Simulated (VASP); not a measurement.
Input of a VASP 6.6.1 run:

The input INCAR:

```
PREC = Accurate
ENCUT = 500
EDIFF = 1E-7
ISMEAR = 0
SIGMA = 0.01
LREAL = F
LASPH = T
NELM = 120
ALGO = Normal
ISIF = 3
LWAVE = F
LCHARG = F
GGA = CA
IBRION = 2
NSW = 80
EDIFFG = -0.001
GGA_COMPAT = F
NELMIN = 4
```

The input KPOINTS:

```
Automatic mesh
0
Gamma
  8 8 8
```

File POSCAR:

```
Na2S
1.0
    0.0000000000      3.1920045386      3.1920045386
    3.1920045386      0.0000000000      3.1920045386
    3.1920045386      3.1920045386      0.0000000000
Na S
2 1
Direct
    0.2500000000      0.2500000000      0.2500000000
    0.7500000000      0.7500000000      0.7500000000
    0.0000000000      0.0000000000      0.0000000000
```

Potentials or basis: VASP PAW LDA potentials, release 64 (Na_pv, S).

Launch:

```sh
$ cat potpaw_LDA.64/Na_pv/POTCAR potpaw_LDA.64/S/POTCAR > POTCAR
$ mpirun -np 1 vasp_std > vasp.out
```

(1) What does it give for the band gap on the k mesh?

## Answers

(1) 2.49 eV, direct.

Caveat: the relaxation stopped at its first step, so nothing moved.
